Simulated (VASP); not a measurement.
A run of VASP 6.6.1 is set up as follows.

The input POSCAR:

```
SnO
1.0
    3.7986000000      0.0000000000      0.0000000000
    0.0000000000      3.7986000000      0.0000000000
    0.0000000000      0.0000000000      4.8408000000
Sn O
2 2
Direct
    0.5000000000      0.0000000000      0.2369000000
    0.0000000000      0.5000000000      0.7631000000
    0.0000000000      0.0000000000      0.0000000000
    0.5000000000      0.5000000000      0.0000000000
```

File INCAR.step1:

```
SYSTEM = SnO
ALGO = Normal
EDIFF = 1E-5
ENCUT = 910
GGA = PE
GGA_COMPAT = .FALSE.
ISMEAR = 0
LASPH = .TRUE.
LCHARG = .FALSE.
LREAL = .FALSE.
LWAVE = .TRUE.
NBANDS = 28
NELM = 120
PREC = Accurate
SIGMA = 0.1
```

The input INCAR.step2:

```
SYSTEM = SnO
ALGO = Normal
EDIFF = 1E-6
ENCUT = 910
GGA_COMPAT = .FALSE.
ISIF = 2
ISMEAR = 0
ISTART = 1
IVDW = 12
LASPH = .TRUE.
LCHARG = .TRUE.
LELF = .TRUE.
LMIXTAU = .TRUE.
LREAL = .FALSE.
LVHAR = .TRUE.
LWAVE = .FALSE.
METAGGA = R2SCAN
NBANDS = 28
NELM = 120
PREC = Accurate
SIGMA = 0.1
VDW_A1 = 0.49484001
VDW_A2 = 5.73083694
VDW_S6 = 1.0
VDW_S8 = 0.78981345
```

File KPOINTS:

```
k-points
0
G
  6 6 4
  0 0 0
```

Potentials or basis: VASP PAW PBE potentials, release 64 (Sn_d, O_h).

Run with:

```console
$ cat potpaw_PBE.64/Sn_d/POTCAR potpaw_PBE.64/O_h/POTCAR > POTCAR
$ cp INCAR.step1 INCAR
$ mpirun -np 1 vasp_std > vasp.out
$ cp INCAR.step2 INCAR
$ mpirun -np 1 vasp_std > vasp.out
```

(1) Estimate the pressure.

(2) Estimate the largest force.

(3) Predict the band gap on the k mesh.

## Answers

(1) 0.1 GPa.

(2) 0.135 eV/Å.

(3) 0.18 eV (least direct gap 2.31 eV).

Caveat: the cutoff is under 1.25 times the usual one of these potentials, so pressure, stress and relaxed cells hold a basis-set (Pulay) error; the PAW data sets were made with another functional, which shifts forces and pressure a little; spin-orbit coupling is left out, which moves the levels of the heavy elements.
